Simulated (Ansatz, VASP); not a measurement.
# MgO in VASP and in Ansatz

INCAR

```
  ALGO = Normal
  EDIFF = 1E-6
  ENCUT = 520
  GGA = CA
  ISIF = 2
  ISMEAR = 0
  LASPH = T
  LCHARG = F
  LREAL = F
  LWAVE = F
  NBANDS = 36
  NELM = 100
  PREC = Accurate
  SIGMA = 0.05
```

Contents of KPOINTS:

```
k-points
0
Gamma
  4 4 4
```

File POSCAR:

```
MgO
1.0
    5.5230736673      0.0000000000      0.0000000000
    0.0000000000      5.5230736673      0.0000000000
    0.0000000000      0.0000000000      5.5230736673
Mg O
6 6
Direct
    0.2500000000     -0.0106824925      0.5000000000
    0.0000000000      0.5106824925      0.2500000000
    0.5000000000      0.7500000000      0.0000000000
    0.7500000000     -0.0106824925      0.5000000000
    0.0000000000      0.5106824925      0.7500000000
    0.5000000000      0.2500000000      0.0000000000
    0.2500000000      0.4791420490      0.0000000000
    0.5000000000      0.0208579510      0.2500000000
    0.0000000000      0.7500000000      0.5000000000
    0.7500000000      0.4791420490      0.0000000000
    0.5000000000      0.0208579510      0.7500000000
    0.0000000000      0.2500000000      0.5000000000
```

Input for Ansatz:

```yaml
crystal:
  lattice:
    - [5.5230736673, 0.0, 0.0]
    - [0.0, 5.5230736673, 0.0]
    - [0.0, 0.0, 5.5230736673]
  atoms:
    - { symbol: Mg, position: [0.25, -0.0106824925, 0.5] }
    - { symbol: Mg, position: [0.0, 0.5106824925, 0.25] }
    - { symbol: Mg, position: [0.5, 0.75, 0.0] }
    - { symbol: Mg, position: [0.75, -0.0106824925, 0.5] }
    - { symbol: Mg, position: [0.0, 0.5106824925, 0.75] }
    - { symbol: Mg, position: [0.5, 0.25, 0.0] }
    - { symbol: O, position: [0.25, 0.479142049, 0.0] }
    - { symbol: O, position: [0.5, 0.020857951, 0.25] }
    - { symbol: O, position: [0.0, 0.75, 0.5] }
    - { symbol: O, position: [0.75, 0.479142049, 0.0] }
    - { symbol: O, position: [0.5, 0.020857951, 0.75] }
    - { symbol: O, position: [0.0, 0.25, 0.5] }
basis:
  ecutwfc: 520.0
kpoints:
  mp_grid: { grid: [4, 4, 4] }
hamiltonian:
  xc: lda
  pseudopotentials: { kind: paw, azcp: { folder: soft_1 } }
scf:
  occupations: { method: gaussian, width: 0.05 }
output:
  forces: true
  stress: true
  eigenvalues: true
```

Change from the starting cell: mode 14 frozen in at +0.000 Å and mode 24 at -0.115 Å (largest displacements).

Alike in both runs: task single point; functional LDA; k mesh 4 × 4 × 4; occupations gaussian, width 0.05 eV; no spin polarisation.

```csv
,VASP,Ansatz
version,VASP 6.6.1,Ansatz 0.2.0
potentials or method,"VASP PAW LDA potentials, release 64 (Mg, O), cutoff 520 eV","scalar-relativistic, plane waves, PAW"
valence electrons in the cell,48,96
```

VASP gave:

- gap on the k mesh at the Fermi level (eV): 2.68
- least direct gap on the mesh (eV): 2.69
- pressure (GPa): -0.2
- traceless stress, the component that is largest in VASP (GPa): -0.44
- rms of the force components (eV/Å): 0.778

Q: Estimate Ansatz's values.

A: gap on the k mesh at the Fermi level (eV): 2.69; least direct gap on the mesh (eV): 2.71; pressure (GPa): 0.4; traceless stress, the component that is largest in VASP (GPa): -0.45; rms of the force components (eV/Å): 0.761.

Ansatz warns that its potentials were made for another functional, while VASP's fit it. LDA's correlation is that of Perdew and Zunger in VASP and of Perdew and Wang (1992) in Ansatz. Atom by atom the forces differ by 0.018 eV/Å (rms over components). VASP's potentials hold 48 valence electrons a cell and Ansatz's 96, so a difference there can come from the potentials and not from the codes.
